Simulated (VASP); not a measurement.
# AlRu (Pm-3m) in VASP: single point with r2SCAN

Aim: the single point of AlRu with r2SCAN.

Program: VASP 6.6.1. These are calculated values, not measurements. Logs are shortened: lines on timing, memory, paths and dates and some standing lists are left out, and cuts for length are marked.

### Step 1. The cell of the first run

The structure is cubic, space group Pm-3m (No. 221). Conventional cell: a = 2.992 Å, b = 2.992 Å, c = 2.992 Å, α = 90.00°, β = 90.00°, γ = 90.00°. Al (site symmetry m-3m) has 8 Ru at 2.59 Å and 6 Al at 2.99 Å within 3.4 Å. Ru (site symmetry m-3m) has 8 Al at 2.59 Å and 6 Ru at 2.99 Å within 3.4 Å.

### Step 2. Single point, r2SCAN

File POSCAR:

```
AlRu
1.0
    2.9916000000      0.0000000000      0.0000000000
    0.0000000000      2.9916000000      0.0000000000
    0.0000000000      0.0000000000      2.9916000000
Al Ru
1 1
Direct
    0.0000000000      0.0000000000      0.0000000000
    0.5000000000      0.5000000000      0.5000000000
```

File INCAR.step1:

```
ALGO = Normal
EDIFF = 1E-5
ENCUT = 550
GGA = PE
GGA_COMPAT = F
ISMEAR = 0
LASPH = T
LCHARG = F
LREAL = F
LWAVE = T
NBANDS = 16
NELM = 120
PREC = Accurate
SIGMA = 0.1
```

File INCAR.step2:

```
ALGO = Normal
EDIFF = 1E-6
ENCUT = 550
GGA_COMPAT = F
ISIF = 2
ISMEAR = 0
ISTART = 1
LASPH = T
LCHARG = F
LMIXTAU = T
LREAL = F
LWAVE = F
METAGGA = R2SCAN
NBANDS = 16
NELM = 120
PREC = Accurate
SIGMA = 0.1
```

File KPOINTS:

```
k-points
0
Gamma
  6 6 6
```

Potentials or basis: VASP PAW PBE potentials, release 64 (Al, Ru_pv).

Started as:

```bash
> cat potpaw_PBE.64/Al/POTCAR potpaw_PBE.64/Ru_pv/POTCAR > POTCAR
> cp INCAR.step1 INCAR
> mpirun -np 1 vasp_std > vasp.out
> cp INCAR.step2 INCAR
> mpirun -np 1 vasp_std > vasp.out
```

OUTCAR:

```text
EDIFF = 1E-6
   ENCUT = 550
   ISIF = 2
   ISMEAR = 0
   ISTART = 1
   LASPH = T
   LREAL = F
   METAGGA = R2SCAN
   NELM = 120
   PREC = Accurate

 ion  position               nearest neighbor table
   1  0.000  0.000  0.000-   2 2.59   2 2.59   2 2.59   2 2.59   2 2.59   2 2.59   2 2.59   2 2.59

   2  0.500  0.500  0.500-   1 2.59   1 2.59   1 2.59   1 2.59   1 2.59   1 2.59   1 2.59   1 2.59

  LATTYP: Found a simple cubic cell.
 ALAT       =     2.9916000000

  Lattice vectors:

 A1 = (   2.9916000000,   0.0000000000,   0.0000000000)
 A2 = (   0.0000000000,   2.9916000000,   0.0000000000)
 A3 = (   0.0000000000,   0.0000000000,   2.9916000000)

Analysis of symmetry for initial positions (statically):
=====================================================================
 Subroutine PRICEL returns:
 Original cell was already a primitive cell.

 Routine SETGRP: Setting up the symmetry group for a
 simple cubic supercell.

 Subroutine GETGRP returns: Found 48 space group operations
 (whereof 48 operations were pure point group operations)
 out of a pool of 48 trial point group operations.

The static configuration has the point symmetry O_h .

Analysis of symmetry for dynamics (positions and initial velocities):
=====================================================================
 Subroutine PRICEL returns:
 Original cell was already a primitive cell.

 Routine SETGRP: Setting up the symmetry group for a
 simple cubic supercell.

 Subroutine GETGRP returns: Found 48 space group operations
 (whereof 48 operations were pure point group operations)
 out of a pool of 48 trial point group operations.

The dynamic configuration has the point symmetry O_h .

 Subroutine INISYM returns: Found 48 space group operations
 (whereof 48 operations are pure point group operations),
 and found     1 'primitive' translations

----------------------------------------------------------------------------------------

                                     Primitive cell

  volume of cell :      26.7738

  direct lattice vectors                    reciprocal lattice vectors
     2.991600000  0.000000000  0.000000000     0.334269287  0.000000000  0.000000000
     0.000000000  2.991600000  0.000000000     0.000000000  0.334269287  0.000000000
     0.000000000  0.000000000  2.991600000     0.000000000  0.000000000  0.334269287

  length of vectors
     2.991600000  2.991600000  2.991600000     0.334269287  0.334269287  0.334269287

  position of ions in fractional coordinates (direct lattice)
     0.000000000  0.000000000  0.000000000
     0.500000000  0.500000000  0.500000000

  ion indices of the primitive-cell ions
   primitive index   ion index
                 1           1
                 2           2

----------------------------------------------------------------------------------------

 KPOINTS: k-points

Automatic generation of k-mesh.
 Grid dimensions read from file:
 generate k-points for:    6    6    6

 Generating k-lattice:

  Cartesian coordinates                     Fractional coordinates (reciprocal lattice)
     0.055711548  0.000000000  0.000000000     0.166666667  0.000000000  0.000000000
     0.000000000  0.055711548  0.000000000     0.000000000  0.166666667  0.000000000
     0.000000000  0.000000000  0.055711548     0.000000000  0.000000000  0.166666667

  Length of vectors
     0.055711548  0.055711548  0.055711548

  Shift w.r.t. Gamma in fractional coordinates (k-lattice)
     0.000000000  0.000000000  0.000000000

 Subroutine IBZKPT returns following result:
 ===========================================

 Found     20 irreducible k-points:

 Following reciprocal coordinates:
            Coordinates               Weight
  0.000000  0.000000  0.000000      1.000000
  0.166667  0.000000  0.000000      6.000000
  0.333333  0.000000  0.000000      6.000000
  0.500000  0.000000  0.000000      3.000000
  0.166667  0.166667  0.000000     12.000000
  0.333333  0.166667  0.000000     24.000000
[... 12 lines left out ...]
  0.500000  0.500000  0.333333      6.000000
  0.500000  0.500000  0.500000      1.000000
   k-points           NKPTS =     20   k-points in BZ     NKDIM =     20   number of bands    NBANDS=     16
   number of dos      NEDOS =    301   number of ions     NIONS =      2
   total plane-waves  NPLWV =  13824
   dimension x,y,z NGX =    24 NGY =   24 NGZ =   24
   dimension x,y,z NGXF=    48 NGYF=   48 NGZF=   48
   ions per type =               1   1
   NGX,Y,Z   is equivalent  to a cutoff of  13.34, 13.34, 13.34 a.u.
   NGXF,Y,Z  is equivalent  to a cutoff of  26.67, 26.67, 26.67 a.u.
 SYSTEM =  unknown system
   PREC   = accura    normal or accurate (medium, high low for compatibility)
   ISTART =      1    job   : 0-new  1-cont  2-samecut
   ICHARG =      0    charge: 1-file 2-atom 10-const
   ISPIN  =      1    spin polarized calculation?
   LNONCOLLINEAR =      F non collinear calculations
   LSORBIT =      F    spin-orbit coupling
   LASPH  =      T    aspherical Exc in radial PAW
   ENCUT  =  550.0 eV  40.42 Ry    6.36 a.u.   5.72  5.72  5.72*2*pi/ulx,y,z
   NELM   =    120;   NELMIN=  2; NELMDL=  0     # of ELM steps
   EDIFF  = 0.1E-05   stopping-criterion for ELM
   LREAL  =      F    real-space projection
   EDIFFG = 0.1E-04   stopping-criterion for IOM
   NSW    =      0    number of steps for IOM
   IBRION =     -1    ionic relax: 0-MD 1-quasi-New 2-CG
   NFREE  =      0    steps in history (QN), initial steepest desc. (CG)
   ISIF   =      2    stress and relaxation
   ISYM   =      2    0-nonsym 1-usesym 2-fastsym
   POTIM  = 0.5000    time-step for ionic-motion
   TEBEG  =    0.0;   TEEND  =   0.0 temperature during run
   PSTRESS=    0.0 pullay stress
   NELECT =      17.0000    total number of electrons
   NUPDOWN=      -1.0000    fix difference up-down
   EMIN   =  10.00;   EMAX   =-10.00  energy-range for DOS
   EFERMI =   0.00;   METHOD = LEGACY
   ISMEAR =     0;   SIGMA  =   0.10  broadening in eV -4-tet -1-fermi 0-gaus
   EFERMI_NEDOS =   21; number of points for ismear=-14 and -15
   IALGO  =     38    algorithm
   IMIX   =      4    mixing-type and parameters
     AMIX     =   0.40;   BMIX     =  1.00
     AMIX_MAG =   1.60;   BMIX_MAG =  1.00
  volume/ion in A,a.u.               =      13.39        90.34
  Fermi-wavevector in a.u.,A,eV,Ry     =   1.407087  2.659009 26.938090  1.979894
  Thomas-Fermi vector in A             =   2.529382
   LORBIT       =      0    0 simple, 1 ext, 2 COOP (PROOUT), +10 PAW based schemes
   METAGGA = R2SCAN    functional components
   LHFCALC =     F    Hartree Fock is set to
   AEXX    =    0.0000 exact exchange contribution
   IVDW    =     0    specifies the selected vdW correction
   LEPSILON=     F    determine dielectric tensor
   LRPA    =     F    only Hartree local field effects (RPA)
 non-spin polarized calculation
 Gauss-broadening in eV      SIGMA  =   0.10
  energy-cutoff  :      550.00
  volume of cell :       26.77
 maximum number of plane-waves:       804
 NGX is ok and might be reduce to    24
   NGX = 11   NGY = 11   NGZ = 11

 number of electron      16.9999995 magnetization

 Free energy of the ion-electron system (eV)
  ---------------------------------------------------
  ext. energy  EPLUGINS =         0.00000000
  ---------------------------------------------------
  free energy    TOTEN  =       -33.59945496 eV

  energy without entropy =      -33.58568452  energy(sigma->0) =      -33.59256974

 E-fermi :  10.4414     XC(G=0): -13.6204

 val. band max:       10.4302211889   @ k =   0.5000   0.5000   0.3333
 cond. band min:      10.5084210422   @ k =   0.5000   0.1667   0.0000
 fundamental gap:      0.0781998534
 Fermi energy:        10.4413867104

 k-point     1 :       0.0000    0.0000    0.0000
  band No.  band energies     occupation
      1     -32.5154      2.00000
      2     -32.5154      2.00000
      3     -32.5154      2.00000
      4       0.3914      2.00000
      5       6.8746      2.00000
      6       6.8746      2.00000
[... 8 lines left out ...]
     15      22.0274      0.00000
     16      27.0339      0.00000

 k-point     2 :       0.1667    0.0000    0.0000
  band No.  band energies     occupation
      1     -32.5739      2.00000
      2     -32.5104      2.00000
      3     -32.5104      2.00000
      4       0.9476      2.00000
      5       7.0003      2.00000
      6       7.0696      2.00000
[... 8 lines left out ...]
     15      23.4886      0.00000
     16      28.7812      0.00000

 k-point     3 :       0.3333    0.0000    0.0000
  band No.  band energies     occupation
      1     -32.6897      2.00000
      2     -32.5003      2.00000
      3     -32.5003      2.00000
      4       2.4807      2.00000
      5       6.5381      2.00000
      6       7.5047      2.00000
[... 8 lines left out ...]
     15      24.5466      0.00000
     16      26.4169      0.00000

 k-point     4 :       0.5000    0.0000    0.0000
  band No.  band energies     occupation
      1     -32.7468      2.00000
      2     -32.4953      2.00000
      3     -32.4953      2.00000
      4       4.4012      2.00000
      5       4.8678      2.00000
      6       7.7514      2.00000
[... 8 lines left out ...]
     15      24.1786      0.00000
     16      24.1786      0.00000
[... 248 lines left out ...]
 k-point    18 :       0.5000    0.3333    0.3333
  band No.  band energies     occupation
      1     -32.7038      2.00000
      2     -32.6447      2.00000
      3     -32.6420      2.00000
      4       5.1351      2.00000
      5       6.2729      2.00000
      6       6.3741      2.00000
[... 8 lines left out ...]
     15      20.8739      0.00000
     16      22.3290      0.00000

 k-point    19 :       0.5000    0.5000    0.3333
  band No.  band energies     occupation
      1     -32.6970      2.00000
      2     -32.6970      2.00000
      3     -32.6372      2.00000
      4       5.2319      2.00000
      5       6.0963      2.00000
      6       6.0963      2.00000
[... 8 lines left out ...]
     15      21.0222      0.00000
     16      21.0222      0.00000

 k-point    20 :       0.5000    0.5000    0.5000
  band No.  band energies     occupation
      1     -32.6905      2.00000
      2     -32.6905      2.00000
      3     -32.6905      2.00000
      4       5.6556      2.00000
      5       5.6556      2.00000
      6       5.6556      2.00000
[... 8 lines left out ...]
     15      19.5279      0.00000
     16      20.8689      0.00000

------------------------ aborting loop because EDIFF is reached ----------------------------------------

  FORCE on cell =-STRESS in cart. coord.  units (eV):
  Direction    XX          YY          ZZ          XY          YZ          ZX
  --------------------------------------------------------------------------------------
  -------------------------------------------------------------------------------------
  Total       -0.3313052     -0.3313052     -0.3313052     -0.0000000     -0.0000000     -0.0000000
  in kB      -19.8256869    -19.8256869    -19.8256869     -0.0000000     -0.0000000     -0.0000000
  external PRESSURE =     -19.8256869 kB  Pullay stress =       0.0000000 kB

 VOLUME and BASIS-vectors are now :
 -----------------------------------------------------------------------------
  energy-cutoff  :      550.00
  volume of cell :       26.77
      direct lattice vectors                 reciprocal lattice vectors
     2.991600000  0.000000000  0.000000000     0.334269287  0.000000000  0.000000000
     0.000000000  2.991600000  0.000000000     0.000000000  0.334269287  0.000000000
     0.000000000  0.000000000  2.991600000     0.000000000  0.000000000  0.334269287

 POSITION                                       TOTAL-FORCE (eV/Angst)
 -----------------------------------------------------------------------------------
      0.00000      0.00000      0.00000         0.000000      0.000000      0.000000
      1.49580      1.49580      1.49580         0.000000      0.000000      0.000000
 -----------------------------------------------------------------------------------
    total drift:                                0.000000     -0.000000     -0.000000

  FREE ENERGIE OF THE ION-ELECTRON SYSTEM (eV)
  ---------------------------------------------------
  free  energy   TOTEN  =       -33.5994549598 eV

  energy  without entropy=      -33.5856845155  energy(sigma->0) =      -33.59256974
```

Wall time 20 s (1 thread of Intel Xeon 6975P-C, shared host); peak memory 0.14 GiB.

Results:

| Quantity | Value |
| --- | --- |
| Free energy | -33.5995 eV |
| Pressure | -2.0 GPa |

Caveat: the PAW data sets were made with another functional, which shifts forces and pressure a little.
